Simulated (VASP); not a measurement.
# Si5Ge in VASP: notebook, part 2 of 2

VASP 6.6.1. The steps go on from the part before.

**4. Single point, r2SCAN**

Input file POSCAR:

```
Si5Ge
1.0
    3.8986340619      0.0000000000      0.0000000000
   -1.9493170310      3.3763161377      0.0000000000
    0.0000000000      0.0000000000     19.0922127668
Si Ge
10 2
Direct
    0.3333333333      0.6666666667      0.7676969295
    0.6666666667      0.3333333333      0.7269566844
    0.0000000000      0.0000000000      0.5620614746
    0.6666666667      0.3333333333      0.6028150959
    0.0000000000      0.0000000000      0.4379385254
    0.3333333333      0.6666666667      0.3971849041
    0.6666666667      0.3333333333      0.2323030705
    0.3333333333      0.6666666667      0.2730433156
    0.6666666667      0.3333333333      0.1084400208
    0.3333333333      0.6666666667      0.8915599792
    0.0000000000      0.0000000000      0.0650575297
    0.0000000000      0.0000000000      0.9349424703
```

Input file INCAR.step1:

```
PREC     = Accurate       # precision mode
ENCUT    = 550            # plane-wave cutoff, eV
ISMEAR   = 0              # smearing method
SIGMA    = 0.02           # smearing width, eV
LREAL    = F              # projectors in reciprocal space
LASPH    = T              # aspherical terms in the spheres
NELM     = 120            # most SCF steps
NBANDS   = 46             # bands
GGA      = PE             # functional
ALGO     = Normal         # electronic algorithm
EDIFF    = 1E-5           # SCF threshold, eV
LWAVE    = T              # write WAVECAR
LCHARG   = F              # write CHGCAR
GGA_COMPAT= F
```

Input file INCAR.step2:

```
PREC     = Accurate       # precision mode
ENCUT    = 550            # plane-wave cutoff, eV
EDIFF    = 1E-6           # SCF threshold, eV
ISMEAR   = 0              # smearing method
SIGMA    = 0.02           # smearing width, eV
LREAL    = F              # projectors in reciprocal space
LASPH    = T              # aspherical terms in the spheres
NELM     = 120            # most SCF steps
ALGO     = Normal         # electronic algorithm
ISIF     = 2              # what is computed and relaxed
LWAVE    = F              # write WAVECAR
LCHARG   = T              # write CHGCAR
METAGGA  = R2SCAN         # meta-GGA
LMIXTAU  = T            
LELF     = T              # ELF
LVHAR    = T            
NBANDS   = 46             # bands
ISTART   = 1            
GGA_COMPAT= F
```

Input file KPOINTS:

```
regular mesh
0
Gamma
  12 12 2
```

On the command line:

```sh
$ cat potpaw_PBE.64/Si/POTCAR potpaw_PBE.64/Ge_d/POTCAR > POTCAR
$ cp INCAR.step1 INCAR
$ mpirun -np 1 vasp_std > vasp.out
$ cp INCAR.step2 INCAR
$ mpirun -np 1 vasp_std > vasp.out
```

It took 21 min on 1 thread of AMD EPYC 9R45 (Zen 5), shared host; peak memory 0.59 GiB.

It converged, with:

| Item | Value |
| --- | --- |
| Free energy | -115.3917 eV |
| Pressure | -1.8 GPa |
| Largest force | 0.078 eV/Å |
| Band gap on the k mesh | 0.74 eV, indirect (least direct gap 1.47 eV) |

Forces in eV/Å, atoms in the order of the input:
```
Si   0.000  0.000  0.012
Si   0.000  0.000 -0.005
Si   0.000  0.000 -0.007
Si   0.000  0.000  0.007
Si   0.000  0.000  0.007
Si   0.000  0.000 -0.007
Si   0.000  0.000 -0.012
Si   0.000  0.000  0.005
Si   0.000  0.000 -0.078
Si   0.000  0.000  0.078
Ge   0.000  0.000 -0.024
Ge   0.000  0.000  0.024
```

Levels at points of the mesh, in eV from the valence-band top:
| k point | band 30 | band 31 | band 32 | band 33 | band 34 | band 35 | band 36 | band 37 | band 38 | band 39 |
| --- | --- | --- | --- | --- | --- | --- | --- | --- | --- | --- |
| (0.00, 0.00, 0.00) | -0.55 | -0.55 | -0.09 | 0.00 | 0.00 | 1.47 | 1.68 | 1.73 | 2.27 | 2.31 |
| (0.50, 0.00, 0.00) | -2.68 | -1.95 | -1.94 | -1.36 | -1.35 | 0.82 | 0.86 | 1.15 | 1.38 | 1.50 |
| (0.00, 0.00, 0.50) | -0.82 | -0.33 | -0.33 | -0.06 | -0.06 | 1.50 | 1.56 | 1.97 | 1.99 | 2.59 |
| (0.50, 0.00, 0.50) | -2.35 | -2.00 | -1.91 | -1.59 | -1.48 | 0.82 | 1.02 | 1.46 | 1.49 | 1.67 |

Caveat: the PAW data sets were made with another functional, which shifts forces and pressure a little.

**5. Single point, PBE**

Input file INCAR:

```
SYSTEM = Si5Ge
PREC = Accurate
ENCUT = 520
EDIFF = 1E-6
ISMEAR = 0
SIGMA = 0.1
LREAL = .FALSE.
LASPH = .TRUE.
NELM = 100
ALGO = Normal
ISIF = 2
LWAVE = .FALSE.
LCHARG = .FALSE.
GGA = PE
NBANDS = 46
```

Input file KPOINTS:

```
regular mesh
0
G
  6 6 1
  0 0 0
```

Input file POSCAR:

```
Si5Ge
1.0
    3.9020025289      0.0000846663     -0.0001934271
   -1.9509282042      3.3791599084     -0.0000304180
   -0.0019807184     -0.0014264245     19.0583934795
Si Ge
10 2
Direct
    0.3333389225      0.6668588045      0.7676170536
    0.6666481700      0.3335092205      0.7270046310
   -0.0001488460      0.0000604338      0.5621302107
    0.6665364596      0.3334206639      0.6027533336
   -0.0000092798     -0.0001352817      0.4378707603
    0.3333145814      0.6665135897      0.3972471475
    0.6666560523      0.3331304550      0.2323823546
    0.3333344805      0.6664742291      0.2729956520
    0.6667666060      0.3332139041      0.1083926922
    0.3333947179      0.6668682648      0.8916067768
    0.0000876030     -0.0001137013      0.0651427625
    0.0000805324      0.0001994175      0.9348566250
```

On the command line:

```sh
$ cat potpaw_PBE.64/Si/POTCAR potpaw_PBE.64/Ge_d/POTCAR > POTCAR
$ mpirun -np 1 vasp_std > vasp.out
```

Run time: 4.9 min. Hardware: 1 thread of Intel Xeon Platinum 8259CL at 2.50GHz (Skylake/Cascade Lake), shared host; peak memory 0.44 GiB.

The run converged. Its results:

```yaml
Free_energy: -63.0977 eV
Pressure: -0.1 GPa
Largest_force: 0.008 eV/Å
Band_gap_on_the_k_mesh: 0.62 eV, indirect (least direct gap 1.13 eV)
```

Forces on the atoms (eV/Å):
```
Si   0.000  0.000  0.001
Si   0.000  0.000  0.000
Si   0.001  0.000 -0.001
Si   0.000  0.000  0.001
Si  -0.001  0.001  0.000
Si   0.000  0.000 -0.001
Si   0.000  0.000 -0.001
Si   0.000  0.000  0.000
Si   0.000  0.000 -0.002
Si   0.000 -0.001  0.002
Ge   0.000  0.000  0.008
Ge   0.000  0.000 -0.008
```

Levels at points of the mesh, in eV from the valence-band top:
```
           k point  band 32  band 33  band 34  band 35  band 36  band 37
(0.00, 0.00, 0.00)    -0.06     0.00     0.00     1.13     1.35     1.39
(0.50, 0.00, 0.00)    -1.83    -1.26    -1.26     0.62     0.67     0.94
(0.00, 0.50, 0.00)    -1.83    -1.26    -1.26     0.62     0.67     0.94
(0.50, 0.50, 0.00)    -1.83    -1.26    -1.26     0.62     0.67     0.94
```

A k mesh can miss the band edges. As with any semilocal functional, this PBE gap is likely too small.

**6. Summary**

| level | cell | k mesh | cutoff (eV) | smearing | gap on the mesh (eV) | pressure (GPa) | largest force (eV/Å) |
| --- | --- | --- | --- | --- | --- | --- | --- |
| PBE | a = 3.908, b = 3.908, c = 19.042 Å, angles 90.0, 90.0, 120.0°, 12 atoms | 5 × 5 × 1 | 520 | gaussian 0.2 eV | 0.67 | -0.2 | 0.03 |
| PBE | a = 3.899, b = 3.899, c = 19.092 Å, angles 90.0, 90.0, 120.0°, 12 atoms | 6 × 6 × 1 | 520 | gaussian 0.1 eV | 0.62 | -0.1 | 0.02 |
| r2SCAN | a = 3.899, b = 3.899, c = 19.092 Å, angles 90.0, 90.0, 120.0°, 12 atoms | 12 × 12 × 2 | 550 | gaussian 0.02 eV | 0.74 | -1.8 | 0.08 |
| PBE | a = 3.902, b = 3.902, c = 19.058 Å, angles 90.0, 90.0, 120.0°, 12 atoms | 6 × 6 × 1 | 520 | gaussian 0.1 eV | 0.62 | -0.1 | 0.01 |

Alike in all rows: task single point; potentials or basis VASP PAW PBE potentials, release 64 (Si, Ge_d); no spin polarisation.

Caveats: the PAW data sets were made with another functional, which shifts forces and pressure a little (some runs).

Total energies depend on the potentials used, so only differences within one code and one set of settings carry meaning.
